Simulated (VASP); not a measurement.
Input of a VASP 6.6.1 run:

File INCAR:

```
SYSTEM = Hf
ALGO = Normal
EDIFF = 1E-7
ENCUT = 520
GGA = PE
ISIF = 2
ISMEAR = -1
LASPH = .True.
LCHARG = .False.
LREAL = .False.
LWAVE = .False.
NBANDS = 11
NELM = 60
PREC = Accurate
SIGMA = 0.1
```

File KPOINTS:

```
k-points
0
Gamma
  15 15 15
  0 0 0
```

POSCAR

```
Hf
1.0
    0.0000000000      2.2564524512      2.2564524512
    2.2564524512      0.0000000000      2.2564524512
    2.2564524512      2.2564524512      0.0000000000
Hf
1
Direct
    0.0000000000      0.0000000000      0.0000000000
```

Potentials or basis: VASP PAW PBE potentials, release 64 (Hf_pv).

Command:

```console
$ cat potpaw_PBE.64/Hf_pv/POTCAR > POTCAR
$ mpirun -np 1 vasp_std > vasp.out
```

(1) Estimate the pressure.

(2) What does it give for the band gap on the k mesh?

## Answers

(1) -2.1 GPa.

(2) zero (band 5 reaches 5.95 eV, above the bottom of band 6 at 4.17 eV).

Caveat: spin-orbit coupling is left out, which moves the levels of the heavy elements.
